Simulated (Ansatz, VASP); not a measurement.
## Fe2Ru: VASP beside Ansatz

```xyz
6
Lattice="0.0000 3.2724 3.2724 3.2724 0.0000 3.2724 3.2724 3.2724 0.0000" Properties=species:S:1:pos:R:3 pbc="T T T"
Fe    4.0905    4.0905    4.0905
Fe    4.0905    2.4543    2.4543
Fe    2.4543    2.4543    4.0905
Fe    2.4543    4.0905    2.4543
Ru    0.0000    0.0000    0.0000
Ru    1.6362    1.6362    1.6362
```

Alike in both runs: task relaxation of cell and atoms; functional PBE; k mesh 4 × 4 × 4; occupations gaussian, width 0.1 eV; collinear spin.

|  | VASP | Ansatz |
| --- | --- | --- |
| version | VASP 6.6.1 | Ansatz 0.2.0 |
| potentials or method | VASP PAW PBE potentials, release 64 (Fe, Ru_pv), cutoff 600 eV | scalar-relativistic, plane waves, PAW |
| valence electrons in the cell | 60 | 96 |

|  | VASP | Ansatz | Ansatz less VASP |
| --- | --- | --- | --- |
| gap on the k mesh at the Fermi level, each at its own relaxed structure (eV) | none | none | - |
| net moment per atom (μB) | 0.95 | 0.95 | -0.004 |
| size of the moment on the site where the two differ most (μB) | 0.34 | 0.31 | -0.026 |
| relaxed volume (Å³/atom) | 11.87 | 11.89 | +0.020 |
| relaxed length of the cell vector where the two differ most in proportion (Å) | 4.653 | 4.655 | +0.0027 |

Site moments also hang on the region over which each program counts them. A gap of «none» marks a metal or a gap that the smearing closes. VASP's potentials hold 60 valence electrons a cell and Ansatz's 96, so a difference there can come from the potentials and not from the codes.

The k mesh is coarse, so the values compare programs but aren't converged.
